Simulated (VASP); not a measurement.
MgS, 2 atoms in the cell. It takes space group Pm-3m (No. 221, cubic). Conventional cell: a = 3.263 Å, b = 3.263 Å, c = 3.263 Å, α = 90.00°, β = 90.00°, γ = 90.00°. Within 3.7 Å of Mg (site symmetry m-3m) lie 8 S at 2.83 Å and 6 Mg at 3.26 Å. S (site symmetry m-3m) has 8 Mg at 2.83 Å and 6 S at 3.26 Å within 3.7 Å. 

* Program: VASP 6.6.1
* Task: single point
* Functional: PBEsol
* Potentials or basis: VASP PAW PBE potentials, release 64 (Mg, S)
* Cutoff: 600 eV
* k mesh: 6 × 6 × 6
* Occupations: methfessel-paxton, width 0.05 eV
* Spin: no spin polarisation
* Dipole correction: no
* Further INCAR settings: ALGO = Normal; EDIFF = 1e-06; NBANDS = 11

Potentials or basis: VASP PAW PBE potentials, release 64 (Mg, S).

The run is started by

```sh
$ cat potpaw_PBE.64/Mg/POTCAR potpaw_PBE.64/S/POTCAR > POTCAR
$ mpirun -np 1 vasp_std > vasp.out
```

Hardware: 1 thread of AMD EPYC 7R43 64-Core Processor (Zen 3), on a shared host.

Problem. Estimate the wall time of this run.

Solution. Run time: 12 s on 1 thread of AMD EPYC 7R43 64-Core Processor (Zen 3), with other jobs on the host, peak memory 0.12 GiB. Counts: scf iterations 14, k points 20.
